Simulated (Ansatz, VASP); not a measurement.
**Mg: VASP beside Ansatz**

```
CELL_PARAMETERS angstrom
-1.72971 1.72971 1.72971
1.72971 -1.72971 1.72971
1.72971 1.72971 -1.72971
ATOMIC_POSITIONS crystal
Mg 0.00000 0.00000 0.00000
```

Alike in both runs: task single point; functional r2SCAN; k mesh 14 × 14 × 14; occupations fermi-dirac, width 0.1 eV; no spin polarisation.

```csv
,VASP,Ansatz
version,VASP 6.6.1,Ansatz 0.2.0
potentials or method,"VASP PAW PBE potentials, release 64 (Mg), cutoff 520 eV","plane waves (500 eV) with PAW, scalar-relativistic"
valence electrons in the cell,2,10
```

|  | VASP | Ansatz | Ansatz less VASP |
| --- | --- | --- | --- |
| pressure (GPa) | 3.6 | 3.9 | +0.30 |

VASP's potentials were made for PBE, not for r2SCAN. VASP's potentials hold 2 valence electrons a cell and Ansatz's 10, so a difference there can come from the potentials and not from the codes.
